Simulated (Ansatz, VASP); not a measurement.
**One calculation of SnO, two programs**

```
CELL_PARAMETERS angstrom
3.85409 0.00000 0.00000
0.00000 3.85409 0.00000
0.00000 0.00000 4.70616
ATOMIC_POSITIONS crystal
Sn 0.00000 0.50000 0.23850
Sn 0.50000 0.00000 0.76150
O 0.00000 0.00000 0.00000
O 0.50000 0.50000 0.00000
```

Alike in both runs: task single point; functional PBEsol; k mesh 14 × 14 × 12; occupations gaussian, width 0.15 eV; no spin polarisation.

|  | VASP | Ansatz |
| --- | --- | --- |
| version | VASP 6.6.1 | Ansatz 0.2.0 |
| potentials or method | VASP PAW PBE potentials, release 64 (Sn_d, O), cutoff 520 eV | scalar-relativistic, plane waves, PAW |
| valence electrons in the cell | 40 | 40 |

```tsv
	VASP	Ansatz	Ansatz less VASP
pressure (GPa)	-0.5	-0.7	-0.24
traceless stress, the component that is largest in VASP (GPa)	1.62	1.62	0.000
rms of the force components (eV/Å)	0.125	0.090	-0.0344
```

VASP's potentials were made for PBE, not for PBEsol. Atom by atom the forces differ by 0.034 eV/Å (rms over components). With one functional, cell and mesh, what is left measures potentials, basis and numerics.
